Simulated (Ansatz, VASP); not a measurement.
# CsSnBr3: VASP beside Ansatz

```xyz
5
Lattice="5.8390 0.0000 0.0000 0.0000 5.8390 0.0000 0.0000 0.0000 5.8390" Properties=species:S:1:pos:R:3 pbc="T T T"
Cs    0.0000    0.0000    0.0000
Sn    2.9195    2.9195    2.9195
Br    2.9195    0.0000    2.9195
Br    2.9195    2.9195    0.0000
Br    0.0000    2.9195    2.9195
```

Alike in both runs: task single point; functional BLYP; k mesh 4 × 4 × 4; no spin polarisation.

|  | VASP | Ansatz |
| --- | --- | --- |
| version | VASP 6.6.1 | Ansatz 0.2.0 |
| potentials or method | VASP PAW PBE potentials, release 64 (Cs_sv, Sn_d, Br), cutoff 500 eV | plane waves, PAW |
| occupations | gaussian, width 0.01 eV | fixed |
| valence electrons in the cell | 44 | 44 |

|  | VASP | Ansatz | Ansatz less VASP |
| --- | --- | --- | --- |
| pressure (GPa) | 2.2 | 2.2 | -0.02 |

VASP's potentials were made for PBE, not for BLYP.

Neither program's run includes spin-orbit coupling.
